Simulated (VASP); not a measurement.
# TaN (P6/mmm) in VASP: single point with LDA

Aim: the single point of TaN with LDA.

All numbers are computed with VASP 6.6.1; they aren't measurements. Logs are shortened: lines on timing, memory, paths and dates and some standing lists are left out, and cuts for length are marked.

### Step 1. The cell of the first run

Symmetry: P6/mmm, No. 191, hexagonal system. Conventional cell: a = 5.163 Å, b = 5.163 Å, c = 2.892 Å, α = 90.00°, β = 90.00°, γ = 120.00°. Ta (site symmetry 6/mmm) has 6 N at 2.58 Å and 14 Ta at 2.89 to 3.31 Å within 3.4 Å. Within 2.7 Å of Ta (site symmetry -6m2) lie 6 N at 2.08 Å. Within 2.7 Å of N (site symmetry mmm) lie 6 Ta at 2.08 to 2.58 Å and 4 N at 2.58 Å.

### Step 2. Single point, LDA

File INCAR:

```
PREC = Accurate
ENCUT = 700
EDIFF = 1E-6
ISMEAR = 0
SIGMA = 0.02
LREAL = False
LASPH = True
NELM = 120
ALGO = Normal
ISIF = 2
LWAVE = False
LCHARG = True
GGA = CA
LELF = True
LVHAR = True
NBANDS = 36
GGA_COMPAT = False
```

File KPOINTS:

```
regular mesh
0
Gamma
  5 5 7
```

File POSCAR:

```
TaN
1.0
    5.1629448274      0.0000000000      0.0000000000
   -2.5814724137      4.4712413788      0.0000000000
    0.0000000000      0.0000000000      2.8922834826
Ta N
3 3
Direct
    0.0000000000      0.0000000000      0.0000000000
    0.3333333333      0.6666666667      0.5000000000
    0.6666666667      0.3333333333      0.5000000000
    0.5000000000      0.0000000000      0.0000000000
    0.0000000000      0.5000000000      0.0000000000
    0.5000000000      0.5000000000      0.0000000000
```

Potentials or basis: VASP PAW LDA potentials, release 64 (Ta_sv_GW, N).

On the command line:

```
$ cat potpaw_LDA.64/Ta_sv_GW/POTCAR potpaw_LDA.64/N/POTCAR > POTCAR
$ mpirun -np 1 vasp_std > vasp.out
```

OUTCAR:

```text
PREC = Accurate
   ENCUT = 700
   EDIFF = 1E-6
   ISMEAR = 0
   LREAL = False
   LASPH = True
   NELM = 120
   ISIF = 2
   GGA = CA

 ion  position               nearest neighbor table
   1  0.000  0.000  0.000-
   2  0.333  0.667  0.500-   4 2.08   4 2.08   5 2.08   5 2.08   6 2.08   6 2.08   3 2.98   3 2.98
                             3 2.98
   3  0.667  0.333  0.500-   4 2.08   4 2.08   5 2.08   5 2.08   6 2.08   6 2.08   2 2.98   2 2.98
                             2 2.98
   4  0.500  0.000  0.000-   2 2.08   3 2.08   2 2.08   3 2.08
   5  0.000  0.500  0.000-   2 2.08   3 2.08   2 2.08   3 2.08
   6  0.500  0.500  0.000-   2 2.08   3 2.08   2 2.08   3 2.08

  LATTYP: Found a hexagonal cell.
 ALAT       =     5.1629448274
 C/A-ratio  =     0.5602003468

  Lattice vectors:

 A1 = (   5.1629448274,   0.0000000000,   0.0000000000)
 A2 = (  -2.5814724137,   4.4712413788,   0.0000000000)
 A3 = (   0.0000000000,   0.0000000000,   2.8922834826)

Analysis of symmetry for initial positions (statically):
=====================================================================
 Subroutine PRICEL returns:
 Original cell was already a primitive cell.

 Routine SETGRP: Setting up the symmetry group for a
 hexagonal supercell.

 Subroutine GETGRP returns: Found 24 space group operations
 (whereof 24 operations were pure point group operations)
 out of a pool of 24 trial point group operations.

The static configuration has the point symmetry D_6h.

Analysis of symmetry for dynamics (positions and initial velocities):
=====================================================================
 Subroutine PRICEL returns:
 Original cell was already a primitive cell.

 Routine SETGRP: Setting up the symmetry group for a
 hexagonal supercell.

 Subroutine GETGRP returns: Found 24 space group operations
 (whereof 24 operations were pure point group operations)
 out of a pool of 24 trial point group operations.

The dynamic configuration has the point symmetry D_6h.

 Subroutine INISYM returns: Found 24 space group operations
 (whereof 24 operations are pure point group operations),
 and found     1 'primitive' translations

----------------------------------------------------------------------------------------

                                     Primitive cell

  volume of cell :      66.7677

  direct lattice vectors                    reciprocal lattice vectors
     5.162944827  0.000000000  0.000000000     0.193687911  0.111825768  0.000000000
    -2.581472414  4.471241379  0.000000000     0.000000000  0.223651536  0.000000000
     0.000000000  0.000000000  2.892283483     0.000000000  0.000000000  0.345747575

  length of vectors
     5.162944827  5.162944827  2.892283483     0.223651536  0.223651536  0.345747575

  position of ions in fractional coordinates (direct lattice)
     0.000000000  0.000000000  0.000000000
     0.333333333  0.666666667  0.500000000
     0.666666667  0.333333333  0.500000000
     0.500000000  0.000000000  0.000000000
     0.000000000  0.500000000  0.000000000
     0.500000000  0.500000000  0.000000000

  ion indices of the primitive-cell ions
   primitive index   ion index
                 1           1
                 2           2
                 3           3
                 4           4
                 5           5
                 6           6

----------------------------------------------------------------------------------------

 KPOINTS: regular mesh

Automatic generation of k-mesh.
 Grid dimensions read from file:
 generate k-points for:    5    5    7

 Generating k-lattice:

  Cartesian coordinates                     Fractional coordinates (reciprocal lattice)
     0.038737582  0.022365154  0.000000000     0.200000000  0.000000000  0.000000000
     0.000000000  0.044730307  0.000000000     0.000000000  0.200000000  0.000000000
     0.000000000  0.000000000  0.049392511     0.000000000  0.000000000  0.142857143

  Length of vectors
     0.044730307  0.044730307  0.049392511

  Shift w.r.t. Gamma in fractional coordinates (k-lattice)
     0.000000000  0.000000000  0.000000000

 Subroutine IBZKPT returns following result:
 ===========================================

 Found     20 irreducible k-points:

 Following reciprocal coordinates:
            Coordinates               Weight
  0.000000  0.000000  0.000000      1.000000
  0.200000  0.000000  0.000000      6.000000
  0.400000 -0.000000  0.000000      6.000000
  0.200000  0.200000  0.000000      6.000000
  0.400000  0.200000  0.000000      6.000000
  0.000000  0.000000  0.142857      2.000000
[... 12 lines left out ...]
  0.200000  0.200000  0.428571     12.000000
  0.400000  0.200000  0.428571     12.000000
   k-points           NKPTS =     20   k-points in BZ     NKDIM =     20   number of bands    NBANDS=     36
   number of dos      NEDOS =    301   number of ions     NIONS =      6
   total plane-waves  NPLWV =  64512
   dimension x,y,z NGX =    48 NGY =   48 NGZ =   28
   dimension x,y,z NGXF=    96 NGYF=   96 NGZF=   56
   ions per type =               3   3
   NGX,Y,Z   is equivalent  to a cutoff of  15.46, 15.46, 16.09 a.u.
   NGXF,Y,Z  is equivalent  to a cutoff of  30.91, 30.91, 32.19 a.u.
 SYSTEM =  unknown system
   PREC   = accura    normal or accurate (medium, high low for compatibility)
   ISTART =      0    job   : 0-new  1-cont  2-samecut
   ICHARG =      2    charge: 1-file 2-atom 10-const
   ISPIN  =      1    spin polarized calculation?
   LNONCOLLINEAR =      F non collinear calculations
   LSORBIT =      F    spin-orbit coupling
   LASPH  =      T    aspherical Exc in radial PAW
   ENCUT  =  700.0 eV  51.45 Ry    7.17 a.u.  11.14 11.14  6.24*2*pi/ulx,y,z
   NELM   =    120;   NELMIN=  2; NELMDL= -5     # of ELM steps
   EDIFF  = 0.1E-05   stopping-criterion for ELM
   LREAL  =      F    real-space projection
   EDIFFG = 0.1E-04   stopping-criterion for IOM
   NSW    =      0    number of steps for IOM
   IBRION =     -1    ionic relax: 0-MD 1-quasi-New 2-CG
   NFREE  =      0    steps in history (QN), initial steepest desc. (CG)
   ISIF   =      2    stress and relaxation
   ISYM   =      2    0-nonsym 1-usesym 2-fastsym
   POTIM  = 0.5000    time-step for ionic-motion
   TEBEG  =    0.0;   TEEND  =   0.0 temperature during run
   PSTRESS=    0.0 pullay stress
   NELECT =      54.0000    total number of electrons
   NUPDOWN=      -1.0000    fix difference up-down
   EMIN   =  10.00;   EMAX   =-10.00  energy-range for DOS
   EFERMI =   0.00;   METHOD = LEGACY
   ISMEAR =     0;   SIGMA  =   0.02  broadening in eV -4-tet -1-fermi 0-gaus
   EFERMI_NEDOS =   21; number of points for ismear=-14 and -15
   IALGO  =     38    algorithm
   IMIX   =      4    mixing-type and parameters
     AMIX     =   0.40;   BMIX     =  1.00
     AMIX_MAG =   1.60;   BMIX_MAG =  1.00
  volume/ion in A,a.u.               =      11.13        75.10
  Fermi-wavevector in a.u.,A,eV,Ry     =   1.525284  2.882368 31.653819  2.326490
  Thomas-Fermi vector in A             =   2.633475
   LORBIT       =      0    0 simple, 1 ext, 2 COOP (PROOUT), +10 PAW based schemes
   GGA     = CA    functional components
   LHFCALC =     F    Hartree Fock is set to
   AEXX    =    0.0000 exact exchange contribution
   IVDW    =     0    specifies the selected vdW correction
   LEPSILON=     F    determine dielectric tensor
   LRPA    =     F    only Hartree local field effects (RPA)
 non-spin polarized calculation
 Gauss-broadening in eV      SIGMA  =   0.02
  energy-cutoff  :      700.00
  volume of cell :       66.77
 maximum number of plane-waves:      2819
 NGX is ok and might be reduce to    48
   NGX = 23   NGY = 23   NGZ = 13

 number of electron      53.9999998 magnetization

 Free energy of the ion-electron system (eV)
  ---------------------------------------------------
  ext. energy  EPLUGINS =         0.00000000
  ---------------------------------------------------
  free energy    TOTEN  =       -78.92116776 eV

  energy without entropy =      -78.91994091  energy(sigma->0) =      -78.92055433

 E-fermi :  12.3987     XC(G=0): -13.7414

 val. band max:       12.1674503206   @ k =   0.0000   0.0000   0.2857
 cond. band min:      12.4013316620   @ k =   0.2000   0.0000   0.2857
 fundamental gap:      0.2338813415
 Fermi energy:        12.3986994025

 k-point     1 :       0.0000    0.0000    0.0000
  band No.  band energies     occupation
      1     -56.6953      2.00000
      2     -56.6421      2.00000
      3     -56.3420      2.00000
      4     -23.8424      2.00000
      5     -23.8424      2.00000
      6     -23.4219      2.00000
[... 28 lines left out ...]
     35      15.4397      0.00000
     36      15.5514      0.00000

 k-point     2 :       0.2000    0.0000    0.0000
  band No.  band energies     occupation
      1     -56.6907      2.00000
      2     -56.6466      2.00000
      3     -56.3423      2.00000
      4     -23.8727      2.00000
      5     -23.8227      2.00000
      6     -23.4001      2.00000
[... 28 lines left out ...]
     35      15.5937      0.00000
     36      15.7669      0.00000

 k-point     3 :       0.4000   -0.0000    0.0000
  band No.  band energies     occupation
      1     -56.6801      2.00000
      2     -56.6569      2.00000
      3     -56.3427      2.00000
      4     -23.9139      2.00000
      5     -23.7418      2.00000
      6     -23.4668      2.00000
[... 28 lines left out ...]
     35      15.8160      0.00000
     36      15.9903      0.00000
[... 586 lines left out ...]
 k-point    19 :       0.2000    0.2000    0.4286
  band No.  band energies     occupation
      1     -56.6330      2.00000
      2     -56.6053      2.00000
      3     -56.3028      2.00000
      4     -24.1182      2.00000
      5     -23.9781      2.00000
      6     -23.7141      2.00000
[... 28 lines left out ...]
     35      16.1028      0.00000
     36      17.5488      0.00000

 k-point    20 :       0.4000    0.2000    0.4286
  band No.  band energies     occupation
      1     -56.6244      2.00000
      2     -56.6139      2.00000
      3     -56.3028      2.00000
      4     -24.0825      2.00000
      5     -24.0215      2.00000
      6     -23.7314      2.00000
[... 28 lines left out ...]
     35      16.2447      0.00000
     36      18.0959      0.00000

------------------------ aborting loop because EDIFF is reached ----------------------------------------

  FORCE on cell =-STRESS in cart. coord.  units (eV):
  Direction    XX          YY          ZZ          XY          YZ          ZX
  --------------------------------------------------------------------------------------
  -------------------------------------------------------------------------------------
  Total        0.8514333      0.8514333     -0.4373046      0.0000000      0.0000000      0.0000000
  in kB       20.4312424     20.4312424    -10.4936897      0.0000000      0.0000000      0.0000000
  external PRESSURE =      10.1229317 kB  Pullay stress =       0.0000000 kB

 VOLUME and BASIS-vectors are now :
 -----------------------------------------------------------------------------
  energy-cutoff  :      700.00
  volume of cell :       66.77
      direct lattice vectors                 reciprocal lattice vectors
     5.162944827  0.000000000  0.000000000     0.193687911  0.111825768  0.000000000
    -2.581472414  4.471241379  0.000000000     0.000000000  0.223651536  0.000000000
     0.000000000  0.000000000  2.892283483     0.000000000  0.000000000  0.345747575

 POSITION                                       TOTAL-FORCE (eV/Angst)
 -----------------------------------------------------------------------------------
      0.00000      0.00000      0.00000         0.000000      0.000000      0.000000
     -0.00000      2.98083      1.44614        -0.000000      0.000000     -0.000000
      2.58147      1.49041      1.44614         0.000000      0.000000      0.000000
      2.58147      0.00000      0.00000         0.000000      0.000000      0.000000
     -1.29074      2.23562      0.00000         0.000000      0.000000      0.000000
      1.29074      2.23562      0.00000        -0.000000      0.000000      0.000000
 -----------------------------------------------------------------------------------
    total drift:                               -0.000000      0.000000     -0.000000

  FREE ENERGIE OF THE ION-ELECTRON SYSTEM (eV)
  ---------------------------------------------------
  free  energy   TOTEN  =       -78.9211677593 eV

  energy  without entropy=      -78.9199409066  energy(sigma->0) =      -78.92055433
```

Wall time 69 s (1 thread of Intel Xeon 6975P-C (Granite Rapids), shared host); peak memory 0.23 GiB.

Results:

```
Free energy            : -78.9212 eV
Pressure               : 1.0 GPa
Band gap on the k mesh : zero (bands 27 and 28 overlap by 2.10 eV)
```

Stress tensor (GPa, compression positive):
```
 2.04  0.00  0.00
 0.00  2.04  0.00
 0.00  0.00 -1.05
```

Caveat: spin-orbit coupling is left out, which moves the levels of the heavy elements.

The gap in the log of VASP goes by the Fermi energy; the results here count the filled bands.